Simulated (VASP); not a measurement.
# Pd (Immm) in VASP: further runs

The runs below take Pd through single point, with PBE.

Program: VASP 6.6.1. These are calculated values, not measurements. Logs are shortened: lines on timing, memory, paths and dates and some standing lists are left out, and cuts for length are marked.

## 1. The cell of the first run

Symmetry: Immm, No. 71, orthorhombic system. The conventional cell has a = 2.647 Å, b = 2.854 Å, c = 3.890 Å, α = 90.00°, β = 90.00°, γ = 90.00°. Within 3.5 Å of Pd (site symmetry mmm) lie 12 Pd at 2.65 to 2.85 Å.

## 2. Single point, PBE (strain +0.0750 x Voigt [0, 0, 0, 0, 0, 1])

File INCAR:

```
SYSTEM = Pd
PREC = Accurate ; ENCUT = 520
EDIFF = 1E-6 ; ISMEAR = 0
SIGMA = 0.15 ; LREAL = .FALSE.
LASPH = .TRUE. ; NELM = 60
ALGO = Fast ; ISIF = 2
LWAVE = .FALSE. ; LCHARG = .FALSE.
GGA = PE ; NBANDS = 11
```

File KPOINTS:

```
Automatic mesh
0
G
  20 20 20
  0 0 0
```

File POSCAR:

```
Pd
1.0
    0.0729337500      1.9449000000      1.9449000000
    1.9449000000      0.0729337500      1.9449000000
    2.0178337500      2.0178337500      0.0000000000
Pd
1
Direct
    0.0000000000      0.0000000000      0.0000000000
```

Potentials or basis: VASP PAW PBE potentials, release 64 (Pd).

Command:

```
> cat potpaw_PBE.64/Pd/POTCAR > POTCAR
> mpirun -np 1 vasp_std > vasp.out
```

OUTCAR:

```text
SYSTEM = Pd
   PREC = Accurate
   ENCUT = 520
   EDIFF = 1E-6
   ISMEAR = 0
   LREAL = .FALSE.
   LASPH = .TRUE.
   NELM = 60
   ISIF = 2
   GGA = PE

 ion  position               nearest neighbor table
   1  0.000  0.000  0.000-

  LATTYP: Found a body centered orthorhombic cell.
 ALAT       =     2.6473600591
 B/A-ratio  =     1.0779220779
 C/A-ratio  =     1.4693127921

  Lattice vectors:

 A1 = (   1.9449000000,   0.0729337500,  -1.9449000000)
 A2 = (  -1.9449000000,  -0.0729337500,  -1.9449000000)
 A3 = (   0.0729337500,   1.9449000000,   1.9449000000)

Analysis of symmetry for initial positions (statically):
=====================================================================
 Subroutine PRICEL returns:
 Original cell was already a primitive cell.

 Routine SETGRP: Setting up the symmetry group for a
 body centered orthorhombic supercell.

 Subroutine GETGRP returns: Found  8 space group operations
 (whereof  8 operations were pure point group operations)
 out of a pool of  8 trial point group operations.

The static configuration has the point symmetry D_2h.

Analysis of symmetry for dynamics (positions and initial velocities):
=====================================================================
 Subroutine PRICEL returns:
 Original cell was already a primitive cell.

 Routine SETGRP: Setting up the symmetry group for a
 body centered orthorhombic supercell.

 Subroutine GETGRP returns: Found  8 space group operations
 (whereof  8 operations were pure point group operations)
 out of a pool of  8 trial point group operations.

The dynamic configuration has the point symmetry D_2h.

 Subroutine INISYM returns: Found  8 space group operations
 (whereof  8 operations are pure point group operations),
 and found     1 'primitive' translations

----------------------------------------------------------------------------------------

                                     Primitive cell

  volume of cell :      14.6930

  direct lattice vectors                    reciprocal lattice vectors
     0.072933750  1.944900000  1.944900000    -0.267098833  0.267098833  0.257082626
     1.944900000  0.072933750  1.944900000     0.267098833 -0.267098833  0.257082626
     2.017833750  2.017833750  0.000000000     0.247790483  0.247790483 -0.257082626

  length of vectors
     2.751470762  2.751470762  2.853647856     0.456919084  0.456919084  0.434616755

  position of ions in fractional coordinates (direct lattice)
     0.000000000  0.000000000  0.000000000

  ion indices of the primitive-cell ions
   primitive index   ion index
                 1           1

----------------------------------------------------------------------------------------

 KPOINTS: Automatic mesh

Automatic generation of k-mesh.
 Grid dimensions read from file:
 generate k-points for:   20   20   20

 Generating k-lattice:

  Cartesian coordinates                     Fractional coordinates (reciprocal lattice)
    -0.013354942  0.013354942  0.012854131     0.050000000  0.000000000  0.000000000
     0.013354942 -0.013354942  0.012854131     0.000000000  0.050000000  0.000000000
     0.012389524  0.012389524 -0.012854131     0.000000000  0.000000000  0.050000000

  Length of vectors
     0.022845954  0.022845954  0.021730838

  Shift w.r.t. Gamma in fractional coordinates (k-lattice)
     0.000000000  0.000000000  0.000000000

 Subroutine IBZKPT returns following result:
 ===========================================

 Found   1166 irreducible k-points:

 Following reciprocal coordinates:
            Coordinates               Weight
  0.000000  0.000000  0.000000      1.000000
  0.050000  0.000000  0.000000      4.000000
  0.100000  0.000000  0.000000      4.000000
  0.150000  0.000000  0.000000      4.000000
  0.200000  0.000000  0.000000      4.000000
  0.250000  0.000000  0.000000      4.000000
[... 16 lines left out ...]
 -0.400000  0.050000  0.000000      4.000000
 -0.350000  0.050000  0.000000      4.000000
 [... further k-points ...]
   k-points           NKPTS =   1166   k-points in BZ     NKDIM =   1166   number of bands    NBANDS=     11
   number of dos      NEDOS =    301   number of ions     NIONS =      1
   total plane-waves  NPLWV =   9600
   dimension x,y,z NGX =    20 NGY =   20 NGZ =   24
   dimension x,y,z NGXF=    40 NGYF=   40 NGZF=   48
   ions per type =               1
   NGX,Y,Z   is equivalent  to a cutoff of  12.08, 12.08, 13.98 a.u.
   NGXF,Y,Z  is equivalent  to a cutoff of  24.17, 24.17, 27.96 a.u.
 SYSTEM =  Pd
   PREC   = accura    normal or accurate (medium, high low for compatibility)
   ISTART =      0    job   : 0-new  1-cont  2-samecut
   ICHARG =      2    charge: 1-file 2-atom 10-const
   ISPIN  =      1    spin polarized calculation?
   LNONCOLLINEAR =      F non collinear calculations
   LSORBIT =      F    spin-orbit coupling
   LASPH  =      T    aspherical Exc in radial PAW
   ENCUT  =  520.0 eV  38.22 Ry    6.18 a.u.   5.12  5.12  5.31*2*pi/ulx,y,z
   NELM   =     60;   NELMIN=  2; NELMDL= -5     # of ELM steps
   EDIFF  = 0.1E-05   stopping-criterion for ELM
   LREAL  =      F    real-space projection
   EDIFFG = 0.1E-04   stopping-criterion for IOM
   NSW    =      0    number of steps for IOM
   IBRION =     -1    ionic relax: 0-MD 1-quasi-New 2-CG
   NFREE  =      0    steps in history (QN), initial steepest desc. (CG)
   ISIF   =      2    stress and relaxation
   ISYM   =      2    0-nonsym 1-usesym 2-fastsym
   POTIM  = 0.5000    time-step for ionic-motion
   TEBEG  =    0.0;   TEEND  =   0.0 temperature during run
   PSTRESS=    0.0 pullay stress
   NELECT =      10.0000    total number of electrons
   NUPDOWN=      -1.0000    fix difference up-down
   EMIN   =  10.00;   EMAX   =-10.00  energy-range for DOS
   EFERMI =   0.00;   METHOD = LEGACY
   ISMEAR =     0;   SIGMA  =   0.15  broadening in eV -4-tet -1-fermi 0-gaus
   EFERMI_NEDOS =   21; number of points for ismear=-14 and -15
   IALGO  =     68    algorithm
   IMIX   =      4    mixing-type and parameters
     AMIX     =   0.40;   BMIX     =  1.00
     AMIX_MAG =   1.60;   BMIX_MAG =  1.00
  volume/ion in A,a.u.               =      14.69        99.15
  Fermi-wavevector in a.u.,A,eV,Ry     =   1.440029  2.721260 28.214182  2.073684
  Thomas-Fermi vector in A             =   2.558819
   LORBIT       =      0    0 simple, 1 ext, 2 COOP (PROOUT), +10 PAW based schemes
   GGA     = PE    functional components
   LHFCALC =     F    Hartree Fock is set to
   AEXX    =    0.0000 exact exchange contribution
   IVDW    =     0    specifies the selected vdW correction
   LEPSILON=     F    determine dielectric tensor
   LRPA    =     F    only Hartree local field effects (RPA)
 non-spin polarized calculation
 RMM-DIIS sequential band-by-band and
 Gauss-broadening in eV      SIGMA  =   0.15
  energy-cutoff  :      520.00
  volume of cell :       14.69
 maximum number of plane-waves:       410
   NGX = 11   NGY = 11   NGZ = 11

 number of electron      10.0000001 magnetization

 Free energy of the ion-electron system (eV)
  ---------------------------------------------------
  ext. energy  EPLUGINS =         0.00000000
  ---------------------------------------------------
  free energy    TOTEN  =        -5.19353743 eV

  energy without entropy =       -5.16936338  energy(sigma->0) =       -5.18145041

 E-fermi :   9.8495     XC(G=0): -13.2062

 val. band max:        9.8493656662   @ k =  -0.3500   0.4500   0.2500
 cond. band min:       9.8498718231   @ k =  -0.4500  -0.0000   0.1000
 fundamental gap:      0.0005061569
 Fermi energy:         9.8494664352

 k-point     1 :       0.0000    0.0000    0.0000
  band No.  band energies     occupation
      1       2.6821      2.00000
      2       6.6599      2.00000
      3       6.8329      2.00000
      4       7.3503      2.00000
      5       8.6455      2.00000
      6       8.6876      2.00000
      7      26.9348      0.00000
      8      30.6468      0.00000
      9      31.9739      0.00000
     10      33.1543      0.00000
     11      36.8630      0.00000

 k-point     2 :       0.0500    0.0000    0.0000
  band No.  band energies     occupation
      1       2.7798      2.00000
      2       6.6962      2.00000
      3       6.8619      2.00000
      4       7.3287      2.00000
      5       8.6181      2.00000
      6       8.6617      2.00000
      7      27.0594      0.00000
      8      30.7658      0.00000
      9      31.6771      0.00000
     10      32.7855      0.00000
     11      37.1491      0.00000

 k-point     3 :       0.1000    0.0000    0.0000
  band No.  band energies     occupation
      1       3.0647      2.00000
      2       6.7952      2.00000
      3       6.9053      2.00000
      4       7.3151      2.00000
      5       8.5487      2.00000
      6       8.5928      2.00000
      7      27.3930      0.00000
      8      30.4151      0.00000
      9      31.1053      0.00000
     10      32.7955      0.00000
     11      37.5296      0.00000

 k-point     4 :       0.1500    0.0000    0.0000
  band No.  band energies     occupation
      1       3.5058      2.00000
      2       6.8734      2.00000
      3       6.9234      2.00000
      4       7.4189      2.00000
      5       8.4789      2.00000
      6       8.5129      2.00000
      7      27.7920      0.00000
      8      28.7914      0.00000
      9      31.6085      0.00000
     10      33.1200      0.00000
     11      36.7061      0.00000
[... 239 lines left out ...]
 k-point    22 :      -0.4500    0.0500    0.0000
  band No.  band energies     occupation
      1       4.6018      2.00000
      2       6.6413      2.00000
      3       7.1989      2.00000
      4       9.5234      1.99789
      5       9.6389      1.95284
      6      11.6057      0.00000
      7      18.0108      0.00000
      8      26.2085      0.00000
      9      30.0314      0.00000
     10      30.4586      0.00000
     11      36.7763      0.00000

 k-point    23 :      -0.4000    0.0500    0.0000
  band No.  band energies     occupation
      1       4.6544      2.00000
      2       6.6921      2.00000
      3       7.2723      2.00000
      4       9.1923      2.00000
      5       9.4163      1.99996
      6      10.9394      0.00000
      7      19.1691      0.00000
      8      26.4561      0.00000
      9      30.6192      0.00000
     10      30.7100      0.00000
     11      36.4156      0.00000

 k-point    24 :      -0.3500    0.0500    0.0000
  band No.  band energies     occupation
      1       4.7307      2.00000
      2       6.7908      2.00000
      3       7.3796      2.00000
      4       8.5465      2.00000
      5       9.1042      2.00000
      6      10.1937      0.00117
      7      20.8294      0.00000
      8      26.8920      0.00000
      9      31.0680      0.00000
     10      31.6970      0.00000
     11      35.8528      0.00000

 [... further k-points ...]

------------------------ aborting loop because EDIFF is reached ----------------------------------------

  FORCE on cell =-STRESS in cart. coord.  units (eV):
  Direction    XX          YY          ZZ          XY          YZ          ZX
  --------------------------------------------------------------------------------------
  -------------------------------------------------------------------------------------
  Total        0.8538266      0.8538266      0.6339865     -0.6045625      0.0000000      0.0000000
  in kB       93.1042699     93.1042699     69.1321241    -65.9236340      0.0000000      0.0000000
  external PRESSURE =      85.1135546 kB  Pullay stress =       0.0000000 kB

 VOLUME and BASIS-vectors are now :
 -----------------------------------------------------------------------------
  energy-cutoff  :      520.00
  volume of cell :       14.69
      direct lattice vectors                 reciprocal lattice vectors
     0.072933750  1.944900000  1.944900000    -0.267098833  0.267098833  0.257082626
     1.944900000  0.072933750  1.944900000     0.267098833 -0.267098833  0.257082626
     2.017833750  2.017833750  0.000000000     0.247790483  0.247790483 -0.257082626

 POSITION                                       TOTAL-FORCE (eV/Angst)
 -----------------------------------------------------------------------------------
      0.00000      0.00000      0.00000        -0.000000      0.000000      0.000000
 -----------------------------------------------------------------------------------
    total drift:                               -0.000000     -0.000000      0.000000

  FREE ENERGIE OF THE ION-ELECTRON SYSTEM (eV)
  ---------------------------------------------------
  free  energy   TOTEN  =        -5.1935374278 eV

  energy  without entropy=       -5.1693633847  energy(sigma->0) =       -5.18145041
```

Run time: 2.3 min. Hardware: 1 thread of Intel Xeon Platinum 8259CL at 2.50GHz (Skylake/Cascade Lake), shared host; peak memory 0.3 GiB.

Results:

* Free energy: -5.1935 eV
* Pressure: 8.5 GPa
* Band gap on the k mesh: zero (bands 5 and 6 overlap by 1.73 eV)

Stress tensor (GPa, compression positive):
```
 9.31 -6.59  0.00
-6.59  9.31  0.00
 0.00  0.00  6.91
```

Levels at points of the mesh, in eV from the Fermi level:
| k point | band 3 | band 4 | band 5 | band 6 | band 7 | band 8 |
| --- | --- | --- | --- | --- | --- | --- |
| (0.00, 0.00, 0.00) | -3.02 | -2.50 | -1.20 | -1.16 | 17.09 | 20.80 |
| (0.50, 0.00, 0.00) | -2.61 | -0.12 | 0.16 | 1.37 | 7.93 | 16.23 |
| (0.50, 0.50, 0.00) | -0.04 | 0.26 | 0.34 | 3.34 | 10.80 | 11.85 |
| (0.00, 0.00, 0.50) | -2.53 | -0.25 | 0.06 | 0.69 | 6.83 | 16.87 |
| (0.50, 0.00, 0.50) | -0.15 | 0.26 | 0.38 | 3.39 | 10.86 | 13.25 |

Caveat: the cell differs from its parent crystal (strain +0.0750 x Voigt [0, 0, 0, 0, 0, 1]); the cell stands under pressure.

## 3. Single point, PBE (strain -0.0500 x Voigt [0, 0, 0, 0, 0, 1])

File INCAR:

```
PREC = Accurate ; ENCUT = 520
EDIFF = 1E-6 ; ISMEAR = 0
SIGMA = 0.15 ; LREAL = F
LASPH = T ; NELM = 60
ALGO = Fast ; ISIF = 2
LWAVE = F ; LCHARG = T
GGA = PE ; LELF = T
LVHAR = T ; NBANDS = 11
```

File KPOINTS:

```
Automatic mesh
0
Gamma
  20 20 20
```

File POSCAR:

```
Pd
1.0
   -0.0486225000      1.9449000000      1.9449000000
    1.9449000000     -0.0486225000      1.9449000000
    1.8962775000      1.8962775000      0.0000000000
Pd
1
Direct
    0.0000000000      0.0000000000      0.0000000000
```

Potentials or basis: VASP PAW PBE potentials, release 64 (Pd).

Command:

```
> cat potpaw_PBE.64/Pd/POTCAR > POTCAR
> mpirun -np 1 vasp_std > vasp.out
```

Wall time 2.3 min (1 thread of Intel Xeon Platinum 8259CL at 2.50GHz (Skylake/Cascade Lake), shared host); peak memory 0.29 GiB.

It converged, with:

```yaml
Free_energy: -5.2065 eV
Pressure: 7.9 GPa
Band_gap_on_the_k_mesh: zero (bands 5 and 6 overlap by 1.67 eV)
```

Stress tensor (GPa, compression positive):
```
8.24 4.20 0.00
4.20 8.24 0.00
0.00 0.00 7.15
```

Levels at points of the mesh, in eV from the Fermi level:
```tsv
k point	band 2	band 3	band 4	band 5	band 6	band 7	band 8	band 9
(0.00, 0.00, 0.00)	-3.08	-2.93	-2.62	-1.22	-1.20	17.15	21.18	22.05
(0.50, 0.00, 0.00)	-3.11	-2.65	-0.17	0.03	0.80	7.00	16.77	21.19
(0.50, 0.50, 0.00)	-5.13	-0.05	0.27	0.32	3.35	10.80	12.30	14.22
(0.00, 0.00, 0.50)	-3.14	-2.70	-0.09	0.10	1.25	7.73	16.34	20.42
(0.50, 0.00, 0.50)	-5.13	-0.10	0.28	0.33	3.37	10.83	13.24	13.25
```

Caveat: the cell differs from its parent crystal (strain -0.0500 x Voigt [0, 0, 0, 0, 0, 1]); the cell stands under pressure.
